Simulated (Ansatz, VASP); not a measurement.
# Tl: VASP beside Ansatz

File INCAR:

```
PREC = Accurate
ENCUT = 520
EDIFF = 1E-6
ISMEAR = -1
SIGMA = 0.1
LREAL = F
LASPH = T
NELM = 100
ALGO = Normal
ISIF = 2
LWAVE = F
LCHARG = F
NBANDS = 20
```

KPOINTS

```
regular mesh
0
Gamma
  11 11 6
```

The input POSCAR:

```
Tl
1.0
    3.4014029632      0.0000000000      0.0000000000
   -1.7007014816      2.9457013746      0.0000000000
    0.0000000000      0.0000000000      5.4430041633
Tl
2
Direct
    0.3333333333      0.6666666667      0.2500000000
    0.6666666667      0.3333333333      0.7500000000
```

Input for Ansatz:

```yaml
crystal:
  lattice:
    - [3.4014029632, 0.0, 0.0]
    - [-1.7007014816, 2.9457013746, 0.0]
    - [0.0, 0.0, 5.4430041633]
  atoms:
    - { symbol: Tl, position: [0.3333333333, 0.6666666667, 0.25] }
    - { symbol: Tl, position: [0.6666666667, 0.3333333333, 0.75] }
hamiltonian:
  xc: lda
  pseudopotentials:
    kind: paw
    azcp:
      Tl: "pseudopotentials/Tl.paw.azcp"
basis:
  ecutwfc: 500
  fft_grid_basis: typed
kpoints:
  mp_grid: { grid: [11, 11, 6], shift: [0, 0, 0] }
magnetization:
  spin_polarized: false
scf:
  occupations: { method: fermi_dirac, width: 0.1 }
  lower_state_search: "off"
output:
  stress: true
```

Alike in both runs: task single point; functional LDA; k mesh 11 × 11 × 6; occupations fermi-dirac, width 0.1 eV; no spin polarisation.

|  | VASP | Ansatz |
| --- | --- | --- |
| version | VASP 6.6.1 | Ansatz 0.2.0 |
| potentials or method | VASP PAW LDA potentials, release 64 (Tl_d), cutoff 520 eV | plane waves (500 eV) with PAW, scalar-relativistic |
| valence electrons in the cell | 26 | 26 |

VASP gave:

| Property | Result |
| --- | --- |
| pressure (GPa) | 0.1 |

Question: Estimate Ansatz's values.

Answer: Pressure (GPa): 0.0.

Ansatz warns that its potentials were made for another functional, while VASP's fit it. LDA's correlation is that of Perdew and Zunger in VASP and of Perdew and Wang (1992) in Ansatz.

Spin-orbit coupling is off throughout.
